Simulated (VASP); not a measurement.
Wanted: the native input for a VASP 6.6.1 run.

| Quantity | Value |
| --- | --- |
| Task | single point |
| Functional | PBE |
| Potentials or basis | VASP PAW PBE potentials, release 64 (P) |
| Cutoff | 520 eV |
| k mesh | 18 × 18 × 18 |
| Occupations | fermi-dirac, width 0.1 eV |
| Spin | no spin polarisation |
| Dipole correction | no |
| Further INCAR settings | ALGO = Normal; EDIFF = 1e-07; NBANDS = 8 |

The structure of P lies in POSCAR:

```
P
1.0
    0.0000000000      1.7606192863      1.7606192863
    1.7606192863      0.0000000000      1.7606192863
    1.7606192863      1.7606192863      0.0000000000
P
1
Direct
    0.0000000000      0.0000000000      0.0000000000
```

This isn't the form of P at room conditions, which is orthorhombic.

These files were run (other wordings do the same):

INCAR

```
SYSTEM = P
  PREC = Accurate
  ENCUT = 520
  EDIFF = 1E-7
  ISMEAR = -1
  SIGMA = 0.1
  LREAL = .FALSE.
  LASPH = .TRUE.
  NELM = 100
  ALGO = Normal
  ISIF = 2
  LWAVE = .FALSE.
  LCHARG = .FALSE.
  GGA = PE
  NBANDS = 8
```

KPOINTS

```
regular mesh
0
G
  18 18 18
  0 0 0
```

Potentials or basis: VASP PAW PBE potentials, release 64 (P).

The run is started by

```bash
$ cat potpaw_PBE.64/P/POTCAR > POTCAR
$ mpirun -np 1 vasp_std > vasp.out
```

Results of the run:

The pressure is 45.9 GPa and the band gap on the k mesh is zero (an odd number of electrons rules out a gap without spin polarisation).

Caveat: the cell stands under pressure.

Run time: 8.9 s on 1 thread of AMD EPYC 9R45 96-Core Processor (Zen 5), with other jobs on the host, peak memory 0.09 GiB.
